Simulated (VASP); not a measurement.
Wanted: the native input for a VASP 6.6.1 run.

```
Task                   : relaxation of cell and atoms
Functional             : PBE
Potentials or basis    : VASP PAW PBE potentials, release 64 (Ge_d, Cl)
Cutoff                 : 600 eV
k mesh                 : 4 × 4 × 6
Occupations            : gaussian, width 0.1 eV
Spin                   : no spin polarisation
Dipole correction      : no
Further INCAR settings : ALGO = Fast; EDIFF = 1e-07; IBRION = 2; EDIFFG = -0.04; NSW = 90; ISIF = 3
```

The structure of GeCl3 lies in POSCAR:

```
GeCl3
1.0
    5.4420422715      0.0000000000      0.0000000000
    0.0000000000      5.4420422715      0.0000000000
    0.0000000000      0.0000000000      3.5079709434
Ge Cl
1 3
Direct
    0.5000000000      0.5000000000      0.0000000000
    0.0000000000      0.5000000000      0.0000000000
    0.5000000000      0.0000000000      0.0000000000
    0.0000000000      0.0000000000      0.0000000000
```

The cell was generated, and may not be a known phase.

These files were run (other wordings do the same):

INCAR

```
PREC     = Accurate       # precision mode
ENCUT    = 600            # plane-wave cutoff, eV
EDIFF    = 1E-7           # SCF threshold, eV
ISMEAR   = 0              # smearing method
SIGMA    = 0.1            # smearing width, eV
LREAL    = False          # projectors in reciprocal space
LASPH    = True           # aspherical terms in the spheres
NELM     = 100            # most SCF steps
ALGO     = Fast           # electronic algorithm
ISIF     = 3              # what is computed and relaxed
LWAVE    = False          # write WAVECAR
LCHARG   = False          # write CHGCAR
GGA      = PE             # functional
IBRION   = 2              # ionic algorithm
NSW      = 90             # ionic steps
EDIFFG   = -0.04          # ionic threshold
```

KPOINTS

```
regular mesh
0
Gamma
  4 4 6
```

Potentials or basis: VASP PAW PBE potentials, release 64 (Ge_d, Cl).

Command:

```sh
$ cat potpaw_PBE.64/Ge_d/POTCAR potpaw_PBE.64/Cl/POTCAR > POTCAR
$ mpirun -np 1 vasp_std > vasp.out
```

Results of the run:

| Quantity | Value |
| --- | --- |
| Relaxed volume | 26.49 Å³/atom |
| Relaxed cell | a = 5.426 Å, b = 5.426 Å, c = 3.599 Å, α = 90.00°, β = 90.00°, γ = 90.00° |
| Space group after relaxing (to 0.1 Å) | P4/mmm (No. 123) |
| Energy gained by relaxing | 2.0 meV/atom |
| Ionic steps | 5 |
| Pressure after relaxing | 0.1 GPa |
| Band gap on the k mesh | zero (an odd number of electrons rules out a gap without spin polarisation) |

Caveat: an odd number of electrons without spin polarisation forces a metal; a magnetic or distorted state may lie lower.

Wall time 3.8 min on 1 thread of Oxide Virtual Turin-like Processor (shared host), peak memory 0.24 GiB.
